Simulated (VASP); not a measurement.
# W: single point with r2SCAN

Crystal: W.

```xyz
1
Lattice="-1.5793 1.5793 1.5793 1.5793 -1.5793 1.5793 1.5793 1.5793 -1.5793" Properties=species:S:1:pos:R:3 pbc="T T T"
W     0.0000    0.0000    0.0000
```

* Program: VASP 6.6.1
* Task: single point
* Functional: r2SCAN
* Potentials or basis: VASP PAW PBE potentials, release 64 (W_sv)
* Cutoff: 520 eV
* k mesh: 18 × 18 × 18
* Occupations: gaussian, width 0.1 eV
* Spin: no spin polarisation

* Pressure: 4.3 GPa
* Band gap on the k mesh: zero (band 7 reaches 16.76 eV, above the bottom of band 8 at 10.09 eV)

Levels at points of the mesh, in eV from the Fermi level:
```csv
k point,band 5,band 6,band 7,band 8,band 9,band 10
"(0.00, 0.00, 0.00)",-10.16,-1.28,-1.28,-1.28,2.59,2.59
"(0.50, 0.00, 0.00)",-6.60,-3.77,0.56,2.43,3.49,6.41
"(0.50, 0.50, 0.50)",-6.06,-6.06,5.39,5.39,5.39,8.60
```

Wall time 99 s on 1 thread of AMD EPYC 9R14 (Zen 4) (shared host), peak memory 0.12 GiB.

Caveat: the PAW data sets were made with another functional, which shifts forces and pressure a little; spin-orbit coupling is left out, which moves the levels of the heavy elements.
